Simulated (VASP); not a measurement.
C8Cl, 9 atoms in the cell. The cell holds a slab with vacuum, 9 atoms: a = 4.931 Å, b = 4.931 Å, c = 15.500 Å, α = 90.00°, β = 90.00°, γ = 120.00°. 

- Program: VASP 6.6.1
- Task: single point
- Functional: PBE
- Dispersion: D3(BJ)
- Potentials or basis: VASP PAW PBE potentials, release 64 (C, Cl)
- Cutoff: 520 eV
- k mesh: 6 × 6 × 1
- Occupations: gaussian, width 0.1 eV
- Spin: collinear spin
- Starting moments: [0.0, 0.0, 0.0, 0.0, 0.0, 0.0, 0.0, 0.0, 1.0] μB
- Dipole correction: yes
- Further INCAR settings: ALGO = Normal; EDIFF = 1e-06; NBANDS = 34

Potentials or basis: VASP PAW PBE potentials, release 64 (C, Cl).

Launch:

```sh
$ cat potpaw_PBE.64/C/POTCAR potpaw_PBE.64/Cl/POTCAR > POTCAR
$ mpirun -np 1 vasp_std > vasp.out
```

Hardware: 1 thread of AMD EPYC 7R43 64-Core Processor (Zen 3), on a shared host.

Q: How long does it take, and how much memory?

A: Run time: 13 min on 1 thread of AMD EPYC 7R43 64-Core Processor (Zen 3) (shared host), peak memory 0.66 GiB. Counts: scf iterations 40, k points 13.
